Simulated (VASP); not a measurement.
Crystal: B.

```
B
1.0
     0.00000    2.01036    2.01036
     2.01036    0.00000    2.01036
     2.01036    2.01036    0.00000
B
2
Direct
  0.87500 0.87500 0.87500
  0.12500 0.12500 0.12500
```

* Program: VASP 6.6.1
* Task: relaxation of cell and atoms
* Functional: PBE
* Potentials or basis: VASP PAW PBE potentials, release 64 (B)
* Cutoff: 600 eV
* k mesh: 18 × 18 × 18
* Occupations: fermi-dirac, width 0.05 eV
* Spin: no spin polarisation

At the start: pressure 4.2 GPa; volume 8.13 Å³/atom.

Q: Where does the relaxation end?

A: Over 3 steps the energy falls by 2.3 meV/atom and the volume is 8.31 Å³/atom (+2.3 %); space group Fd-3m (No. 227, to 0.05 Å).

Step by step:
| step | energy change (eV) | largest force (eV/Å) | pressure (GPa) | volume (Å³) |
| --- | --- | --- | --- | --- |
| 1 | 0.0000 | 0.0000 | 4.15 | 16.25 |
| 2 | -0.0041 | 0.0000 | -1.36 | 16.75 |
| 3 | -0.0047 | 0.0000 | 0.01 | 16.62 |

Final structure:
```
B
1.0
     0.00000    2.02547    2.02547
     2.02547    0.00000    2.02547
     2.02547    2.02547    0.00000
B
2
Direct
  0.87500 0.87500 0.87500
  0.12500 0.12500 0.12500
```
